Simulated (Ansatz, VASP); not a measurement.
One calculation of Bi2TePd2, two programs

```
Bi Pd Te
1.0
     4.34576    0.00000    0.00000
    -2.17288    3.76354    0.00000
    -2.17288    1.25451    7.84403
Bi Pd Te
2 2 1
Direct
  0.42406 0.57594 0.27218
  0.57594 0.42406 0.72782
  0.18677 0.81323 0.56032
  0.81323 0.18677 0.43968
  0.00000 0.00000 0.00000
```

Alike in both runs: functional PBE; k mesh 5 × 5 × 5; occupations gaussian, width 0.005 eV; no spin polarisation.

Ansatz relaxed the structure, and its values are those at the end. VASP's run is a single point on that final structure, the one shown.

```csv
,VASP,Ansatz
version,VASP 6.6.1,Ansatz 0.2.0
potentials or method,"VASP PAW PBE potentials, release 64 (Bi_d, Pd, Te), cutoff 500 eV",PAW plane waves
valence electrons in the cell,56,82
```

Ansatz gave:

* gap on the k mesh at the Fermi level (eV): none
* pressure (GPa): 0.0
* rms of the force components (eV/Å): 0.000

Task: What did VASP give for the same quantities?

Result: gap on the k mesh at the Fermi level (eV): none; pressure (GPa): 0.0; rms of the force components (eV/Å): 0.006.

A gap of «none» marks a metal or a gap that the smearing closes. VASP's potentials hold 56 valence electrons a cell and Ansatz's 82, so a difference there can come from the potentials and not from the codes. Ansatz's warnings: structure snapped to symmetry.

Neither program's run includes spin-orbit coupling.
